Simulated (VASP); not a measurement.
## Ni: single point with PBE

Crystal: Ni.

```
CELL_PARAMETERS angstrom
-1.40024 1.40024 1.40024
1.40024 -1.40024 1.40024
1.40024 1.40024 -1.40024
ATOMIC_POSITIONS crystal
Ni 0.00000 0.00000 0.00000
```

```yaml
Program: VASP 6.6.1
Task: single point
Functional: PBE
Potentials_or_basis: VASP PAW PBE potentials, release 64 (Ni)
Cutoff: 520 eV
k_mesh: 19 × 19 × 19
Occupations: fermi-dirac, width 0.05 eV
Spin: collinear spin, ferromagnetic start
Starting_moments: "[1.0] μB"
Dipole_correction: no
Further_INCAR_settings: ALGO = Normal; EDIFF = 1e-07; NBANDS = 15
```

```json
{"Pressure": "-0.1 GPa", "Net moment": "0.53 μB per cell", "Site moments": "Ni +0.54 μB", "Valence electrons inside the program's atomic spheres": "Ni 9.30"}
```

Levels at points of the mesh, in eV from the Fermi level:
Spin up:
```csv
k point,band 1,band 2,band 3,band 4,band 5,band 6,band 7,band 8,band 9,band 10
"(0.00, 0.00, 0.00)",-8.81,-2.25,-2.25,-2.25,-0.85,-0.85,26.37,26.37,26.37,31.20
```
Spin down:
```tsv
k point	band 1	band 2	band 3	band 4	band 5	band 6	band 7	band 8	band 9	band 10
(0.00, 0.00, 0.00)	-8.83	-1.59	-1.59	-1.59	-0.38	-0.38	26.27	26.27	26.27	31.13
```

Run time: 58 s on 1 thread of Intel(R) Xeon(R) Platinum 8259CL CPU @ 2.50GHz (Skylake/Cascade Lake), on a shared host, peak memory 0.16 GiB.
